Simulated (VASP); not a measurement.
Input of a VASP 6.6.1 run:

File POSCAR:

```
KTaO3
1.0
    4.1877150000      0.0000000000      0.0000000000
    0.0000000000      4.1877150000      0.0000000000
    0.0000000000      0.0000000000      3.9883000000
K Ta O
1 1 3
Direct
    0.5000000000      0.5000000000      0.5000000000
    0.0000000000      0.0000000000      0.0000000000
    0.5000000000      0.0000000000      0.0000000000
    0.0000000000      0.5000000000      0.0000000000
    0.0000000000      0.0000000000      0.5000000000
```

Contents of INCAR.step1:

```
SYSTEM = KTaO3
ALGO = Normal
EDIFF = 1E-4
ENCUT = 520
GGA = PE
ISMEAR = 0
LASPH = .True.
LCHARG = .False.
LREAL = .False.
LWAVE = .True.
NBANDS = 27
NELM = 60
PREC = Accurate
SIGMA = 0.05
```

INCAR.step2

```
SYSTEM = KTaO3
ALGO = Normal
EDIFF = 1E-6
ENCUT = 520
ISIF = 2
ISMEAR = 0
ISTART = 1
LASPH = .True.
LCHARG = .True.
LELF = .True.
LMIXTAU = .True.
LREAL = .False.
LVHAR = .True.
LWAVE = .False.
METAGGA = R2SCAN
NBANDS = 27
NELM = 60
PREC = Accurate
SIGMA = 0.05
```

File KPOINTS:

```
k-points
0
Gamma
  6 6 6
  0 0 0
```

Potentials or basis: VASP PAW PBE potentials, release 64 (K_sv, Ta_pv, O).

Launch:

```sh
$ cat potpaw_PBE.64/K_sv/POTCAR potpaw_PBE.64/Ta_pv/POTCAR potpaw_PBE.64/O/POTCAR > POTCAR
$ cp INCAR.step1 INCAR
$ mpirun -np 1 vasp_std > vasp.out
$ cp INCAR.step2 INCAR
$ mpirun -np 1 vasp_std > vasp.out
```

Q: Estimate the band gap on the k mesh.

A: 2.23 eV, indirect (least direct gap 2.91 eV).

Q: What does it give for the pressure?

A: -14.9 GPa.

Stress tensor (GPa, compression positive):
```
-19.44   0.00   0.00
  0.00 -19.44   0.00
  0.00   0.00  -5.92
```

Caveat: the cell differs from its parent crystal (strain +0.050 along x and y, +0.000 along z); the PAW data sets were made with another functional, which shifts forces and pressure a little; spin-orbit coupling is left out, which moves the levels of the heavy elements. A k mesh can miss the band edges.
